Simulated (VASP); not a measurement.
# H4C2O: single point with PBE+D3(BJ)

H4C2O, in a box:

```
CELL_PARAMETERS angstrom
11.30000 0.00000 0.00000
0.00000 11.60000 0.00000
0.00000 0.00000 11.50000
ATOMIC_POSITIONS crystal
H 0.60287 0.51978 0.41013
H 0.58727 0.39566 0.51036
H 0.39601 0.48086 0.58901
H 0.41165 0.60498 0.48883
C 0.56478 0.48516 0.49028
C 0.45441 0.53433 0.53569
O 0.56615 0.56231 0.58778
```

```json
{
  "Program": "VASP 6.6.1",
  "Task": "single point",
  "Functional": "PBE",
  "Dispersion": "D3(BJ)",
  "Potentials or basis": "VASP PAW PBE potentials, release 64 (H, C, O)",
  "Cutoff": "520 eV",
  "k mesh": "1 × 1 × 1",
  "Occupations": "gaussian, width 0.01 eV",
  "Spin": "no spin polarisation",
  "Dipole correction": "no",
  "Further INCAR settings": "ALGO = Normal; EDIFF = 1e-07; NBANDS = 18"
}
```

```yaml
Largest_force: 0.376 eV/Å
Gap_between_the_frontier_levels: 5.71 eV
Dispersion_energy_per_atom: -0.012 eV
```

Forces on the atoms (eV/Å):
```
H    0.007 -0.002 -0.009
H    0.008 -0.017 -0.003
H   -0.010 -0.003  0.004
H   -0.013  0.012 -0.006
C    0.054 -0.152 -0.187
C   -0.239 -0.025 -0.060
O    0.194  0.187  0.262
```

Levels at points of the mesh, in eV from the valence-band top:
```
           k point  band 6  band 7  band 8  band 9  band 10  band 11  band 12  band 13
(0.00, 0.00, 0.00)   -3.46   -3.01   -1.42    0.00     5.71     6.35     6.50     6.58
```

It took 3.3 min on 1 thread of Oxide Virtual Turin-like Processor (shared host), peak memory 1 GiB.
